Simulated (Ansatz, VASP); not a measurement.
Two plane-wave programs on MnZnI3

```
CELL_PARAMETERS angstrom
6.18677 0.00000 0.00000
0.00000 6.18677 0.00000
0.00000 0.00000 6.18677
ATOMIC_POSITIONS crystal
Zn 0.50000 0.50000 0.50000
I 0.00000 0.50000 0.50000
I 0.50000 0.00000 0.50000
I 0.50000 0.50000 0.00000
Mn 0.00000 0.00000 0.00000
```

Alike in both runs: task single point; functional r2SCAN; k mesh 6 × 6 × 6; no spin polarisation.

|  | VASP | Ansatz |
| --- | --- | --- |
| version | VASP 6.6.1 | Ansatz 0.2.0 |
| potentials or method | VASP PAW PBE potentials, release 64 (Zn, I, Mn_pv), cutoff 520 eV | PAW plane waves |
| occupations | fermi-dirac, width 0.1 eV | fermi-dirac |
| valence electrons in the cell | 46 | 78 |

```tsv
	VASP	Ansatz	Ansatz less VASP
pressure (GPa)	-4.3	-4.3	+0.03
```

VASP's potentials were made for PBE, not for r2SCAN. VASP's potentials hold 46 valence electrons a cell and Ansatz's 78, so a difference there can come from the potentials and not from the codes.

Neither program's run includes spin-orbit coupling.
